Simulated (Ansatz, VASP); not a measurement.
**Two plane-wave programs on Si4O**

```
Si O
1.0
     2.69644    0.00000    0.00000
    -1.34822    2.33518    0.00000
     0.00000    0.00000   10.30681
Si O
4 1
Direct
  0.33333 0.66667 0.84899
  0.33333 0.66667 0.39279
  0.66667 0.33333 0.15101
  0.66667 0.33333 0.60721
  0.00000 0.00000 0.00000
```

Change from the starting cell: species swapped into the Co4H type (P-3m1, No. 164).

Alike in both runs: functional PBE; k mesh 18 × 18 × 4; occupations gaussian, width 0.1 eV; no spin polarisation.

Ansatz relaxed the structure, and its values are those at the end. VASP's run is a single point on that final structure, the one shown.

```csv
,VASP,Ansatz
version,VASP 6.6.1,Ansatz 0.2.0
potentials or method,"VASP PAW PBE potentials, release 64 (Si, O), cutoff 520 eV","scalar-relativistic, plane waves, PAW"
valence electrons in the cell,22,22
```

|  | VASP | Ansatz | Ansatz less VASP |
| --- | --- | --- | --- |
| gap on the k mesh at the Fermi level (eV) | none | none | - |
| pressure (GPa) | 0.0 | 0.0 | 0.00 |

A gap of «none» marks a metal or a gap that the smearing closes.
